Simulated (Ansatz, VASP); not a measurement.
# Two plane-wave programs on H

Contents of INCAR:

```
PREC = Accurate ; ENCUT = 400
EDIFF = 1E-8 ; ISMEAR = -1
SIGMA = 0.03 ; LREAL = False
LASPH = True ; NELM = 120
ALGO = Normal ; ISIF = 2
LWAVE = False ; LCHARG = False
GGA = PS ; LEFG = True
NBANDS = 8 ; GGA_COMPAT = False
```

File KPOINTS:

```
regular mesh
0
Gamma
  13 13 7
```

Contents of POSCAR:

```
H
1.0
    1.9877664242      0.0000000000      0.0000000000
   -0.9938832121      1.7214562201      0.0000000000
    0.0000000000      0.0000000000      3.1932513938
H
2
Direct
    0.3333333333      0.6666666667      0.2500000000
    0.6666666667      0.3333333333      0.7500000000
```

Input for Ansatz:

```yaml
crystal:
  lattice:
    - [1.9877664242, 0.0, 0.0]
    - [-0.9938832121, 1.7214562201, 0.0]
    - [0.0, 0.0, 3.1932513938]
  atoms:
    - { symbol: H, position: [0.3333333333, 0.6666666667, 0.25] }
    - { symbol: H, position: [0.6666666667, 0.3333333333, 0.75] }
kpoints:
  mp_grid: { grid: [13, 13, 7] }
scf:
  occupations: { method: fermi_dirac, width: 0.03 }
hamiltonian:
  xc: pbesol
  pseudopotentials: { kind: paw }
output:
  forces: true
  stress: true
  eigenvalues: true
  efg: { contact_densities: true }
```

Change from the starting cell: functional pbesol, volume scaled by 0.96, PAW files.

Alike in both runs: task electric field gradients; functional PBEsol; k mesh 13 × 13 × 7; occupations fermi-dirac, width 0.03 eV; no spin polarisation.

```csv
,VASP,Ansatz
version,VASP 6.6.1,Ansatz 0.2.0
potentials or method,"VASP PAW PBE potentials, release 64 (H)","PAW with Ansatz's default frozen-core files, scalar-relativistic"
plane-wave cutoff (eV),400,420
valence electrons in the cell,2,2
```

|  | VASP | Ansatz | Ansatz less VASP |
| --- | --- | --- | --- |
| pressure (GPa) | -26.5 | -25.5 | +0.98 |
| traceless stress, the component that is largest in VASP (GPa) | -1.90 | -1.96 | -0.061 |

VASP's potentials were made for PBE, not for PBEsol.
